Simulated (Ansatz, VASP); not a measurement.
## BaS in VASP and in Ansatz

Contents of POSCAR:

```
BaS
1.0
    0.0000000000      3.2357778460      3.2357778460
    3.2357778460      0.0000000000      3.2357778460
    3.2357778460      3.2357778460      0.0000000000
Ba S
1 1
Direct
    0.0000000000      0.0000000000      0.0000000000
    0.5000000000      0.5000000000      0.5000000000
```

Contents of INCAR.step1:

```
SYSTEM = BaS
  PREC = Accurate
  ENCUT = 520
  ISMEAR = -1
  SIGMA = 0.05
  LREAL = .FALSE.
  LASPH = .TRUE.
  NELM = 80
  NBANDS = 15
  GGA = PE
  ALGO = Normal
  EDIFF = 1E-4
  LWAVE = .TRUE.
  LCHARG = .FALSE.
```

INCAR.step2

```
SYSTEM = BaS
  PREC = Accurate
  ENCUT = 520
  EDIFF = 1E-6
  ISMEAR = -1
  SIGMA = 0.05
  LREAL = .FALSE.
  LASPH = .TRUE.
  NELM = 80
  ALGO = Normal
  ISIF = 2
  LWAVE = .FALSE.
  LCHARG = .FALSE.
  METAGGA = R2SCAN
  LMIXTAU = .TRUE.
  NBANDS = 15
  ISTART = 1
```

The input KPOINTS:

```
regular mesh
0
G
  7 7 7
  0 0 0
```

The input input.yaml:

```yaml
crystal:
  lattice:
    - [0.0, 3.235777846, 3.235777846]
    - [3.235777846, 0.0, 3.235777846]
    - [3.235777846, 3.235777846, 0.0]
  atoms:
    - { symbol: Ba, position: [0.0, 0.0, 0.0] }
    - { symbol: S, position: [0.5, 0.5, 0.5] }
hamiltonian:
  xc: r2scan
  pseudopotentials: { kind: paw }
kpoints:
  mp_grid: { grid: [7, 7, 7] }
scf:
  occupations: { method: fermi_dirac, width: 0.05 }
output:
  forces: true
  stress: true
  eigenvalues: true
```

Alike in both runs: task single point; functional r2SCAN; k mesh 7 × 7 × 7; occupations fermi-dirac, width 0.05 eV; no spin polarisation.

```csv
,VASP,Ansatz
version,VASP 6.6.1,Ansatz 0.2.0
potentials or method,"VASP PAW PBE potentials, release 64 (Ba_sv, S)",Ansatz PAW
plane-wave cutoff (eV),520,500
valence electrons in the cell,16,16
```

|  | VASP | Ansatz | Ansatz less VASP |
| --- | --- | --- | --- |
| gap on the k mesh at the Fermi level (eV) | 2.58 | 2.67 | +0.080 |
| least direct gap on the mesh (eV) | 2.75 | 2.80 | +0.053 |
| pressure (GPa) | -0.4 | -0.9 | -0.51 |

VASP's potentials were made for PBE, not for r2SCAN.

Neither program's run includes spin-orbit coupling. Noted on Ansatz's run: odd divisions of the mesh miss points on the zone boundary, where band edges often lie, so the gap on the mesh can be too wide.
